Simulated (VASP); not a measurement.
# MgO (Periclase) (Fm-3m) in VASP: further runs, part 2 of 2

VASP 6.6.1. The steps go on from the part before.

## 4. Single point, r2SCAN (volume scaled by 1.06)

The input, POSCAR:

```
MgO
1.0
    0.0000000000      2.1433978369      2.1433978369
    2.1433978369      0.0000000000      2.1433978369
    2.1433978369      2.1433978369      0.0000000000
Mg O
1 1
Direct
    0.0000000000      0.0000000000      0.0000000000
    0.5000000000      0.5000000000      0.5000000000
```

The input, INCAR.step1:

```
SYSTEM = MgO
  PREC = Accurate
  ENCUT = 660
  ISMEAR = 0
  SIGMA = 0.02
  LREAL = .FALSE.
  LASPH = .TRUE.
  NELM = 120
  NBANDS = 15
  GGA = PE
  ALGO = Normal
  EDIFF = 1E-5
  LWAVE = .TRUE.
  LCHARG = .FALSE.
  GGA_COMPAT = .FALSE.
```

The input, INCAR.step2:

```
SYSTEM = MgO
  PREC = Accurate
  ENCUT = 660
  EDIFF = 1E-6
  ISMEAR = 0
  SIGMA = 0.02
  LREAL = .FALSE.
  LASPH = .TRUE.
  NELM = 120
  ALGO = Normal
  ISIF = 2
  LWAVE = .FALSE.
  LCHARG = .FALSE.
  METAGGA = R2SCAN
  LMIXTAU = .TRUE.
  NBANDS = 15
  ISTART = 1
  GGA_COMPAT = .FALSE.
```

The input, KPOINTS:

```
Automatic mesh
0
G
  10 10 10
  0 0 0
```

Potentials or basis: VASP PAW PBE potentials, release 64 (Mg_sv, O).

The run is started by

```sh
$ cat potpaw_PBE.64/Mg_sv/POTCAR potpaw_PBE.64/O/POTCAR > POTCAR
$ cp INCAR.step1 INCAR
$ mpirun -np 1 vasp_std > vasp.out
$ cp INCAR.step2 INCAR
$ mpirun -np 1 vasp_std > vasp.out
```

OUTCAR:

```text
SYSTEM = MgO
   PREC = Accurate
   ENCUT = 660
   EDIFF = 1E-6
   ISMEAR = 0
   LREAL = .FALSE.
   LASPH = .TRUE.
   NELM = 120
   ISIF = 2
   METAGGA = R2SCAN
   ISTART = 1

 ion  position               nearest neighbor table
   1  0.000  0.000  0.000-
   2  0.500  0.500  0.500-

  LATTYP: Found a face centered cubic cell.
 ALAT       =     4.2867956738

  Lattice vectors:

 A1 = (   0.0000000000,   2.1433978369,   2.1433978369)
 A2 = (   2.1433978369,   0.0000000000,   2.1433978369)
 A3 = (   2.1433978369,   2.1433978369,   0.0000000000)

Analysis of symmetry for initial positions (statically):
=====================================================================
 Subroutine PRICEL returns:
 Original cell was already a primitive cell.

 Routine SETGRP: Setting up the symmetry group for a
 face centered cubic supercell.

 Subroutine GETGRP returns: Found 48 space group operations
 (whereof 48 operations were pure point group operations)
 out of a pool of 48 trial point group operations.

The static configuration has the point symmetry O_h .

Analysis of symmetry for dynamics (positions and initial velocities):
=====================================================================
 Subroutine PRICEL returns:
 Original cell was already a primitive cell.

 Routine SETGRP: Setting up the symmetry group for a
 face centered cubic supercell.

 Subroutine GETGRP returns: Found 48 space group operations
 (whereof 48 operations were pure point group operations)
 out of a pool of 48 trial point group operations.

The dynamic configuration has the point symmetry O_h .

 Subroutine INISYM returns: Found 48 space group operations
 (whereof 48 operations are pure point group operations),
 and found     1 'primitive' translations

----------------------------------------------------------------------------------------

                                     Primitive cell

  volume of cell :      19.6942

[... 117 lines left out ...]
   LEPSILON=     F    determine dielectric tensor
   LRPA    =     F    only Hartree local field effects (RPA)
 non-spin polarized calculation
 Gauss-broadening in eV      SIGMA  =   0.02
  energy-cutoff  :      660.00
  volume of cell :       19.69
 maximum number of plane-waves:       769
 NGX is ok and might be reduce to    28
   NGX = 13   NGY = 13   NGZ = 13

 number of electron      16.0000001 magnetization

 Free energy of the ion-electron system (eV)
  ---------------------------------------------------
  ext. energy  EPLUGINS =         0.00000000
  ---------------------------------------------------
  free energy    TOTEN  =       -16.14885738 eV

  energy without entropy =      -16.14885738  energy(sigma->0) =      -16.14885738

 E-fermi :   2.4131     XC(G=0): -11.7500

 val. band max:        2.1515261493   @ k =   0.0000   0.0000   0.0000
 cond. band min:       7.2950666837   @ k =   0.0000   0.0000   0.0000
 fundamental gap:      5.1435405345
 Fermi energy:         2.4130762486

 k-point     1 :       0.0000    0.0000    0.0000
  band No.  band energies     occupation
      1     -73.0230      2.00000
      2     -38.1196      2.00000
      3     -38.1196      2.00000
      4     -38.1196      2.00000
      5     -15.7779      2.00000
      6       2.1515      2.00000
      7       2.1515      2.00000
      8       2.1515      2.00000
      9       7.2951      0.00000
     10      18.6976      0.00000
     11      18.6976      0.00000
     12      18.6976      0.00000
     13      22.6532      0.00000
     14      24.4308      0.00000
[... 401 lines left out ...]
      2     -38.1671      2.00000
      3     -38.1388      2.00000
      4     -38.1370      2.00000
      5     -14.6870      2.00000
      6      -1.2368      2.00000
      7       0.9146      2.00000
      8       1.1144      2.00000
      9      12.2657      0.00000
     10      13.1160      0.00000
     11      16.4305      0.00000
     12      20.9907      0.00000
     13      21.1968      0.00000
     14      27.8255      0.00000
     15      29.6241      0.00000

 [... further k-points ...]

------------------------ aborting loop because EDIFF is reached ----------------------------------------

  FORCE on cell =-STRESS in cart. coord.  units (eV):
  Direction    XX          YY          ZZ          XY          YZ          ZX
  --------------------------------------------------------------------------------------
  -------------------------------------------------------------------------------------
  Total       -1.0821622     -1.0821622     -1.0821622      0.0000000     -0.0000000      0.0000000
  in kB      -88.0368659    -88.0368659    -88.0368659      0.0000000     -0.0000000      0.0000000
  external PRESSURE =     -88.0368659 kB  Pullay stress =       0.0000000 kB

 VOLUME and BASIS-vectors are now :
 -----------------------------------------------------------------------------
  energy-cutoff  :      660.00
  volume of cell :       19.69
      direct lattice vectors                 reciprocal lattice vectors
     0.000000000  2.143397837  2.143397837    -0.233274473  0.233274473  0.233274473
     2.143397837  0.000000000  2.143397837     0.233274473 -0.233274473  0.233274473
     2.143397837  2.143397837  0.000000000     0.233274473  0.233274473 -0.233274473

 POSITION                                       TOTAL-FORCE (eV/Angst)
 -----------------------------------------------------------------------------------
      0.00000      0.00000      0.00000        -0.000000      0.000000     -0.000000
      2.14340      2.14340      2.14340         0.000000     -0.000000      0.000000
 -----------------------------------------------------------------------------------
    total drift:                                0.000000      0.000000      0.000000

  FREE ENERGIE OF THE ION-ELECTRON SYSTEM (eV)
  ---------------------------------------------------
  free  energy   TOTEN  =       -16.1488573834 eV

  energy  without entropy=      -16.1488573834  energy(sigma->0) =      -16.14885738
```

OUTCAR.step1:

```text
SYSTEM = MgO
   PREC = Accurate
   ENCUT = 660
   ISMEAR = 0
   LREAL = .FALSE.
   LASPH = .TRUE.
[... 654 lines left out ...]
      0.00000      0.00000      0.00000        -0.000000      0.000000      0.000000
      2.14340      2.14340      2.14340         0.000000     -0.000000     -0.000000
 -----------------------------------------------------------------------------------
    total drift:                                0.000000      0.000000      0.000000

  FREE ENERGIE OF THE ION-ELECTRON SYSTEM (eV)
  ---------------------------------------------------
  free  energy   TOTEN  =       -11.8931112569 eV

  energy  without entropy=      -11.8931112569  energy(sigma->0) =      -11.89311126
```

OSZICAR.step1:

```text
N       E                     dE             d eps       ncg     rms          rms(c)
DAV:   1     0.142726479819E+03    0.14273E+03   -0.11762E+04  1410   0.148E+03
DAV:   2    -0.860770243894E+01   -0.15133E+03   -0.14336E+03  1655   0.392E+02
DAV:   3    -0.134078659139E+02   -0.48002E+01   -0.47789E+01  1841   0.704E+01
DAV:   4    -0.134803179878E+02   -0.72452E-01   -0.72448E-01  1522   0.885E+00
DAV:   5    -0.134816985298E+02   -0.13805E-02   -0.13805E-02  1879   0.105E+00    0.858E+00
DAV:   6    -0.119166932423E+02    0.15650E+01   -0.26670E+00  1501   0.147E+01    0.289E+00
DAV:   7    -0.119035793621E+02    0.13114E-01   -0.13356E-01  1662   0.326E+00    0.174E+00
DAV:   8    -0.118941044654E+02    0.94749E-02   -0.40135E-02  1732   0.220E+00    0.345E-01
DAV:   9    -0.118929037076E+02    0.12008E-02   -0.36898E-03  1599   0.547E-01    0.981E-02
DAV:  10    -0.118931268724E+02   -0.22316E-03   -0.31542E-04  1697   0.178E-01    0.544E-02
DAV:  11    -0.118931111264E+02    0.15746E-04   -0.31066E-05  1760   0.557E-02    0.657E-03
DAV:  12    -0.118931112569E+02   -0.13056E-06   -0.64132E-07   796   0.114E-02
   1 F= -.11893111E+02 E0= -.11893111E+02  d E =-.520923E-43
```

Run time: 71 s. Hardware: 1 thread of Intel Xeon Platinum 8375C at 2.90GHz (Ice Lake), shared host; peak memory 0.17 GiB.

Results:

| Quantity | Value |
| --- | --- |
| Free energy | -16.1489 eV |
| Pressure | -8.8 GPa |
| Band gap on the k mesh | 5.14 eV, direct |

Caveat: the PAW data sets were made with another functional, which shifts forces and pressure a little.

## 5. Single point, r2SCAN

The input, POSCAR:

```
MgO
1.0
    0.0000000000      2.1021683833      2.1021683833
    2.1021683833      0.0000000000      2.1021683833
    2.1021683833      2.1021683833      0.0000000000
Mg O
1 1
Direct
    0.0000000000      0.0000000000      0.0000000000
    0.5000000000      0.5000000000      0.5000000000
```

The input, INCAR.step1:

```
SYSTEM = MgO
PREC = Accurate
ENCUT = 660
ISMEAR = 0
SIGMA = 0.02
LREAL = .FALSE.
LASPH = .TRUE.
NELM = 120
NBANDS = 15
GGA = PE
ALGO = Normal
EDIFF = 1E-5
LWAVE = .TRUE.
LCHARG = .FALSE.
GGA_COMPAT = .FALSE.
```

The input, INCAR.step2:

```
SYSTEM = MgO
PREC = Accurate
ENCUT = 660
EDIFF = 1E-6
ISMEAR = 0
SIGMA = 0.02
LREAL = .FALSE.
LASPH = .TRUE.
NELM = 120
ALGO = Normal
ISIF = 2
LWAVE = .FALSE.
LCHARG = .FALSE.
METAGGA = R2SCAN
LMIXTAU = .TRUE.
NBANDS = 15
ISTART = 1
GGA_COMPAT = .FALSE.
```

The input, KPOINTS:

```
regular mesh
0
G
  10 10 10
  0 0 0
```

The run is started by

```sh
$ cat potpaw_PBE.64/Mg_sv/POTCAR potpaw_PBE.64/O/POTCAR > POTCAR
$ cp INCAR.step1 INCAR
$ mpirun -np 1 vasp_std > vasp.out
$ cp INCAR.step2 INCAR
$ mpirun -np 1 vasp_std > vasp.out
```

Wall time 55 s (1 thread of Intel Xeon Platinum 8559C (Emerald Rapids), shared host); peak memory 0.16 GiB.

The run converged. Its results:

```
Free energy            : -16.1732 eV
Pressure               : -0.2 GPa
Band gap on the k mesh : 5.71 eV, direct
```

Levels at points of the mesh, in eV from the valence-band top:
| k point | band 6 | band 7 | band 8 | band 9 | band 10 | band 11 |
| --- | --- | --- | --- | --- | --- | --- |
| (0.00, 0.00, 0.00) | 0.00 | 0.00 | 0.00 | 5.71 | 16.89 | 16.89 |
| (0.50, 0.00, 0.00) | -4.62 | -0.68 | -0.68 | 8.87 | 13.92 | 17.56 |
| (0.50, 0.50, 0.00) | -4.10 | -1.37 | -1.37 | 10.05 | 11.24 | 14.38 |

Caveat: the PAW data sets were made with another functional, which shifts forces and pressure a little.

## 6. Single point, r2SCAN (volume scaled by 0.97)

The input, POSCAR:

```
MgO
1.0
    0.0000000000      2.0809329058      2.0809329058
    2.0809329058      0.0000000000      2.0809329058
    2.0809329058      2.0809329058      0.0000000000
Mg O
1 1
Direct
    0.0000000000      0.0000000000      0.0000000000
    0.5000000000      0.5000000000      0.5000000000
```

The input, INCAR.step1:

```
SYSTEM = MgO
PREC = Accurate ; ENCUT = 660
ISMEAR = 0 ; SIGMA = 0.02
LREAL = .FALSE. ; LASPH = .TRUE.
NELM = 120 ; NBANDS = 15
GGA = PE ; ALGO = Normal
EDIFF = 1E-5 ; LWAVE = .TRUE.
LCHARG = .FALSE. ; GGA_COMPAT = .FALSE.
```

The input, INCAR.step2:

```
SYSTEM = MgO
PREC = Accurate ; ENCUT = 660
EDIFF = 1E-6 ; ISMEAR = 0
SIGMA = 0.02 ; LREAL = .FALSE.
LASPH = .TRUE. ; NELM = 120
ALGO = Normal ; ISIF = 2
LWAVE = .FALSE. ; LCHARG = .TRUE.
METAGGA = R2SCAN ; LMIXTAU = .TRUE.
LELF = .TRUE. ; LVHAR = .TRUE.
NBANDS = 15 ; ISTART = 1
GGA_COMPAT = .FALSE.
```

The input, KPOINTS:

```
Automatic mesh
0
G
  10 10 10
  0 0 0
```

Potentials or basis: VASP PAW PBE potentials, release 64 (Mg_sv, O).

The run is started by

```sh
$ cat potpaw_PBE.64/Mg_sv/POTCAR potpaw_PBE.64/O/POTCAR > POTCAR
$ cp INCAR.step1 INCAR
$ mpirun -np 1 vasp_std > vasp.out
$ cp INCAR.step2 INCAR
$ mpirun -np 1 vasp_std > vasp.out
```

OUTCAR:

```text
SYSTEM = MgO
   PREC = Accurate
   ENCUT = 660
   EDIFF = 1E-6
   ISMEAR = 0
   LREAL = .FALSE.
   LASPH = .TRUE.
   NELM = 120
   ISIF = 2
   METAGGA = R2SCAN
   ISTART = 1

 ion  position               nearest neighbor table
   1  0.000  0.000  0.000-   2 2.08   2 2.08   2 2.08   2 2.08   2 2.08   2 2.08
   2  0.500  0.500  0.500-   1 2.08   1 2.08   1 2.08   1 2.08   1 2.08   1 2.08

  LATTYP: Found a face centered cubic cell.
 ALAT       =     4.1618658116

  Lattice vectors:

 A1 = (   0.0000000000,   2.0809329058,   2.0809329058)
 A2 = (   2.0809329058,   0.0000000000,   2.0809329058)
 A3 = (   2.0809329058,   2.0809329058,   0.0000000000)

Analysis of symmetry for initial positions (statically):
=====================================================================
 Subroutine PRICEL returns:
 Original cell was already a primitive cell.

 Routine SETGRP: Setting up the symmetry group for a
 face centered cubic supercell.

 Subroutine GETGRP returns: Found 48 space group operations
[... 9 lines left out ...]

 Routine SETGRP: Setting up the symmetry group for a
 face centered cubic supercell.

 Subroutine GETGRP returns: Found 48 space group operations
[... 11 lines left out ...]
                                     Primitive cell
[... 155 lines left out ...]
      7       2.7676      2.00000
      8       2.7676      2.00000
      9       8.7964      0.00000
     10      19.8407      0.00000
     11      19.8407      0.00000
     12      19.8407      0.00000
     13      24.0543      0.00000
     14      25.9197      0.00000
[... 401 lines left out ...]
      2     -37.2312      2.00000
      3     -37.1900      2.00000
      4     -37.1873      2.00000
      5     -14.3158      2.00000
      6      -0.9122      2.00000
      7       1.4044      2.00000
      8       1.6257      2.00000
      9      13.6952      0.00000
     10      14.1413      0.00000
     11      18.0268      0.00000
     12      22.8091      0.00000
     13      23.0362      0.00000
     14      29.5743      0.00000
     15      32.0902      0.00000

 [... further k-points ...]

------------------------ aborting loop because EDIFF is reached ----------------------------------------

  FORCE on cell =-STRESS in cart. coord.  units (eV):
  Direction    XX          YY          ZZ          XY          YZ          ZX
  --------------------------------------------------------------------------------------
  -------------------------------------------------------------------------------------
  Total        0.5553039      0.5553039      0.5553039      0.0000000     -0.0000000      0.0000000
  in kB       49.3670412     49.3670412     49.3670412      0.0000000     -0.0000000      0.0000000
  external PRESSURE =      49.3670412 kB  Pullay stress =       0.0000000 kB

 VOLUME and BASIS-vectors are now :
 -----------------------------------------------------------------------------
  energy-cutoff  :      660.00
  volume of cell :       18.02
      direct lattice vectors                 reciprocal lattice vectors
     0.000000000  2.080932906  2.080932906    -0.240276848  0.240276848  0.240276848
     2.080932906  0.000000000  2.080932906     0.240276848 -0.240276848  0.240276848
     2.080932906  2.080932906  0.000000000     0.240276848  0.240276848 -0.240276848

 POSITION                                       TOTAL-FORCE (eV/Angst)
 -----------------------------------------------------------------------------------
      0.00000      0.00000      0.00000         0.000000     -0.000000      0.000000
      2.08093      2.08093      2.08093        -0.000000      0.000000     -0.000000
 -----------------------------------------------------------------------------------
    total drift:                                0.000000      0.000000      0.000000

  FREE ENERGIE OF THE ION-ELECTRON SYSTEM (eV)
  ---------------------------------------------------
  free  energy   TOTEN  =       -16.1606412460 eV

  energy  without entropy=      -16.1606412460  energy(sigma->0) =      -16.16064125
```

Run time: 80 s. Hardware: 1 thread of AMD EPYC 9R45 (Zen 5), shared host; peak memory 0.14 GiB.

What came out:

| Quantity | Value |
| --- | --- |
| Free energy | -16.1606 eV |
| Pressure | 4.9 GPa |
| Band gap on the k mesh | 6.03 eV, direct |

Caveat: the PAW data sets were made with another functional, which shifts forces and pressure a little.

## 7. Single point, r2SCAN (volume scaled by 1.03)

The input, POSCAR:

```
MgO
1.0
    0.0000000000      2.1229832838      2.1229832838
    2.1229832838      0.0000000000      2.1229832838
    2.1229832838      2.1229832838      0.0000000000
Mg O
1 1
Direct
    0.0000000000      0.0000000000      0.0000000000
    0.5000000000      0.5000000000      0.5000000000
```

The input, INCAR.step1:

```
PREC = Accurate ; ENCUT = 660
ISMEAR = 0 ; SIGMA = 0.02
LREAL = F ; LASPH = T
NELM = 120 ; NBANDS = 15
GGA = PE ; ALGO = Normal
EDIFF = 1E-5 ; LWAVE = T
LCHARG = F ; GGA_COMPAT = F
```

The input, INCAR.step2:

```
PREC = Accurate ; ENCUT = 660
EDIFF = 1E-6 ; ISMEAR = 0
SIGMA = 0.02 ; LREAL = F
LASPH = T ; NELM = 120
ALGO = Normal ; ISIF = 2
LWAVE = F ; LCHARG = F
METAGGA = R2SCAN ; LMIXTAU = T
NBANDS = 15 ; ISTART = 1
GGA_COMPAT = F
```

The input, KPOINTS:

```
regular mesh
0
Gamma
  10 10 10
```

The run is started by

```sh
$ cat potpaw_PBE.64/Mg_sv/POTCAR potpaw_PBE.64/O/POTCAR > POTCAR
$ cp INCAR.step1 INCAR
$ mpirun -np 1 vasp_std > vasp.out
$ cp INCAR.step2 INCAR
$ mpirun -np 1 vasp_std > vasp.out
```

Run time: 78 s. Hardware: 1 thread of Intel Xeon 6975P-C (Granite Rapids), shared host; peak memory 0.16 GiB.

It converged, with:

```
Free energy            : -16.1687 eV
Pressure               : -4.7 GPa
Band gap on the k mesh : 5.42 eV, direct
```

Levels at points of the mesh, in eV from the valence-band top:
| k point | band 5 | band 6 | band 7 | band 8 | band 9 | band 10 | band 11 | band 12 |
| --- | --- | --- | --- | --- | --- | --- | --- | --- |
| (0.00, 0.00, 0.00) | -18.07 | 0.00 | 0.00 | 0.00 | 5.42 | 16.72 | 16.72 | 16.72 |
| (0.50, 0.00, 0.00) | -16.85 | -4.49 | -0.65 | -0.65 | 8.67 | 13.57 | 17.25 | 17.25 |
| (0.50, 0.50, 0.00) | -16.65 | -3.98 | -1.33 | -1.33 | 10.01 | 10.91 | 14.05 | 20.08 |

Caveat: the PAW data sets were made with another functional, which shifts forces and pressure a little.

## 8. Summary

| potentials or basis | cell | cutoff (eV) | second run | gap on the mesh (eV) | pressure (GPa) |
| --- | --- | --- | --- | --- | --- |
| VASP PAW PBE potentials, release 64 (Mg, O) | a = 2.973 Å, angles 60.0°, 2 atoms | 520 | - | 5.66 | -1.1 |
| VASP PAW PBE potentials, release 64 (Mg_sv, O) | a = 2.912 Å, angles 60.0°, 2 atoms | 660 | valence_matched | 6.37 | 11.7 |
| VASP PAW PBE potentials, release 64 (Mg_sv, O) | a = 3.031 Å, angles 60.0°, 2 atoms | 660 | valence_matched | 5.14 | -8.8 |
| VASP PAW PBE potentials, release 64 (Mg_sv, O) | a = 2.973 Å, angles 60.0°, 2 atoms | 660 | valence_matched | 5.71 | -0.2 |
| VASP PAW PBE potentials, release 64 (Mg_sv, O) | a = 2.943 Å, angles 60.0°, 2 atoms | 660 | valence_matched | 6.03 | 4.9 |
| VASP PAW PBE potentials, release 64 (Mg_sv, O) | a = 3.002 Å, angles 60.0°, 2 atoms | 660 | valence_matched | 5.42 | -4.7 |

Alike in all rows: task single point; level r2SCAN; no spin polarisation; k mesh 10 × 10 × 10; smearing gaussian 0.02 eV.

Caveats: the PAW data sets were made with another functional, which shifts forces and pressure a little.

Absolute energies hang on the potentials; compare differences alone.

## 9. Against experiment

Step 2. A measured gap of MgO is 7.83 eV (quoted in “Electronic structure of alkaline earth and post-transition metal oxides”, 2009, arxiv:0908.1581); the calculated 5.66 eV misses it by -2.17 eV. The value is that of r2SCAN, without temperature or zero-point motion.

Step 5. Against the measured gap of MgO, 7.83 eV (quoted in “Electronic structure of alkaline earth and post-transition metal oxides”, 2009, arxiv:0908.1581), the calculated 5.71 eV is off by -2.12 eV. The value is that of r2SCAN, without temperature or zero-point motion.
